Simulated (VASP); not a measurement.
# Sn in VASP: settings compared, part 2 of 2

VASP 6.6.1. Earlier steps stand in the parts before.

**6. Single point, LDA (27.53 Å³/atom)**

This run uses another cell than the first one, of 27.53 Å³/atom.

The input, INCAR:

```
SYSTEM = Sn
ALGO = Normal
EDIFF = 1E-7
ENCUT = 520
GGA = CA
ISIF = 2
ISMEAR = -1
LASPH = .TRUE.
LCHARG = .FALSE.
LREAL = .FALSE.
LWAVE = .FALSE.
NBANDS = 13
NELM = 80
PREC = Accurate
SIGMA = 0.05
```

The input, KPOINTS:

```
k-points
0
G
  11 11 11
  0 0 0
```

The input, POSCAR:

```
Sn
1.0
   -1.7032045314      1.7515501800      2.3067389097
    1.7032045314     -1.7515501800      2.3067389097
    1.7032045314      1.7515501800     -2.3067389097
Sn
1
Direct
    0.0000000000      0.0000000000      0.0000000000
```

Potentials or basis: VASP PAW LDA potentials, release 64 (Sn_d).

On the command line:

```sh
$ cat potpaw_LDA.64/Sn_d/POTCAR > POTCAR
$ mpirun -np 1 vasp_std > vasp.out
```

OUTCAR:

```text
SYSTEM = Sn
   EDIFF = 1E-7
   ENCUT = 520
   GGA = CA
   ISIF = 2
   ISMEAR = -1
   LASPH = .TRUE.
   LREAL = .FALSE.
   NELM = 80
   PREC = Accurate

 ion  position               nearest neighbor table
   1  0.000  0.000  0.000-

  LATTYP: Found a body centered orthorhombic cell.
 ALAT       =     3.4064090628
 B/A-ratio  =     1.0283851104
 C/A-ratio  =     1.3543522620

  Lattice vectors:

 A1 = (  -1.7032045314,   1.7515501800,   2.3067389097)
 A2 = (   1.7032045314,  -1.7515501800,   2.3067389097)
 A3 = (   1.7032045314,   1.7515501800,  -2.3067389097)

Analysis of symmetry for initial positions (statically):
=====================================================================
 Subroutine PRICEL returns:
 Original cell was already a primitive cell.

 Routine SETGRP: Setting up the symmetry group for a
 body centered orthorhombic supercell.

 Subroutine GETGRP returns: Found  8 space group operations
 (whereof  8 operations were pure point group operations)
 out of a pool of  8 trial point group operations.

The static configuration has the point symmetry D_2h.

[... 169 lines left out ...]
      3     -13.7140      2.00000
      4     -13.6793      2.00000
      5     -13.6388      2.00000
      6      -3.3497      2.00000
      7      14.9488      0.00000
      8      15.0993      0.00000
      9      15.5230      0.00000
     10      18.4962      0.00000
     11      19.1572      0.00000
     12      19.6725      0.00000
     13      19.8405      0.00000
[... 354 lines left out ...]
  band No.  band energies     occupation
      1     -13.7543      2.00000
      2     -13.7086      2.00000
      3     -13.6764      2.00000
      4     -13.6317      2.00000
      5     -13.5865      2.00000
      6       0.1594      2.00000
      7       5.3737      2.00000
      8      10.2667      0.00000
      9      11.9652      0.00000
     10      15.2950      0.00000
     11      20.4868      0.00000
     12      21.5077      0.00000
     13      22.9866      0.00000

 [... further k-points ...]

------------------------ aborting loop because EDIFF is reached ----------------------------------------

  FORCE on cell =-STRESS in cart. coord.  units (eV):
  Direction    XX          YY          ZZ          XY          YZ          ZX
  --------------------------------------------------------------------------------------
  -------------------------------------------------------------------------------------
  Total       -0.4289558     -0.7204671     -0.4900170      0.0000000      0.0000000      0.0000000
  in kB      -24.9675124    -41.9350241    -28.5216040      0.0000000      0.0000000      0.0000000
  external PRESSURE =     -31.8080468 kB  Pullay stress =       0.0000000 kB

 VOLUME and BASIS-vectors are now :
 -----------------------------------------------------------------------------
  energy-cutoff  :      520.00
  volume of cell :       27.53
      direct lattice vectors                 reciprocal lattice vectors
    -1.703204531  1.751550180  2.306738910     0.000000000  0.285461419  0.216756217
     1.703204531 -1.751550180  2.306738910     0.293564273  0.000000000  0.216756217
     1.703204531  1.751550180 -2.306738910     0.293564273  0.285461419  0.000000000

 POSITION                                       TOTAL-FORCE (eV/Angst)
 -----------------------------------------------------------------------------------
      0.00000      0.00000      0.00000         0.000000      0.000000      0.000000
 -----------------------------------------------------------------------------------
    total drift:                               -0.000000     -0.000000     -0.000000

  FREE ENERGIE OF THE ION-ELECTRON SYSTEM (eV)
  ---------------------------------------------------
  free  energy   TOTEN  =        -4.4298877340 eV

  energy  without entropy=       -4.4263025959  energy(sigma->0) =       -4.42809516
```

stdout:

```text
POSCAR found type information on POSCAR Sn
 POSCAR found :  1 types and       1 ions
 scaLAPACK will be used
 LDA part: xc-table for (Slater(with rela. corr.)+CA(PZ))
 , standard interpolation
 POSCAR, INCAR and KPOINTS ok, starting setup
 FFT: planning ... GRIDC
 FFT: planning ... GRID_SOFT
 FFT: planning ... GRID
 WAVECAR not read
 entering main loop
```

It took 58 s on 1 thread of Intel Xeon Platinum 8259CL at 2.50GHz (Skylake/Cascade Lake), shared host; peak memory 0.19 GiB.

Results:

- Free energy: -4.4299 eV
- Pressure: -3.2 GPa
- Band gap on the k mesh: zero (bands 7 and 8 overlap by 9.08 eV)

Stress tensor (GPa, compression positive):
```
-2.50  0.00  0.00
 0.00 -4.19  0.00
 0.00  0.00 -2.85
```

Levels at points of the mesh, in eV from the Fermi level:
```
           k point  band 5  band 6  band 7  band 8  band 9  band 10
(0.00, 0.00, 0.00)  -21.35  -11.06    7.24    7.39    7.82    10.79
```

Caveat: the cell stands under tension; spin-orbit coupling is left out, which moves the levels of the heavy elements.

**7. The runs side by side**

```tsv
task	level	potentials or basis	cell	cutoff (eV)	gap on the mesh (eV)	pressure (GPa)
relaxation of cell and atoms	PBE	VASP PAW PBE potentials, release 64 (Sn_d)	relaxed from a = 3.406 Å, angles 119.1, 117.2, 93.3°, 1 atom	600	none	0.0
single point	revPBE+D3(BJ)	VASP PAW PBE potentials, release 64 (Sn_d)	a = 3.320 Å, angles 118.7, 118.7, 92.3°, 1 atom	520	none	-0.1
single point	revPBE+D4	VASP PAW PBE potentials, release 64 (Sn_d)	a = 3.334 Å, angles 118.7, 118.7, 92.3°, 1 atom	520	none	0.0
single point	LDA	VASP PAW LDA potentials, release 64 (Sn_d)	a = 3.337 Å, angles 119.1, 117.2, 93.3°, 1 atom	520	none	-2.2
single point	LDA	VASP PAW LDA potentials, release 64 (Sn_d)	a = 3.360 Å, angles 119.1, 117.2, 93.3°, 1 atom	520	none	-3.2
```

Alike in all rows: no spin polarisation; k mesh 11 × 11 × 11; smearing fermi-dirac 0.05 eV.

Caveats: spin-orbit coupling is left out, which moves the levels of the heavy elements; the PAW data sets were made with another functional, which shifts forces and pressure a little (at least some runs); the cell stands under tension (at least some runs).

Absolute energies hang on the potentials; compare differences alone.
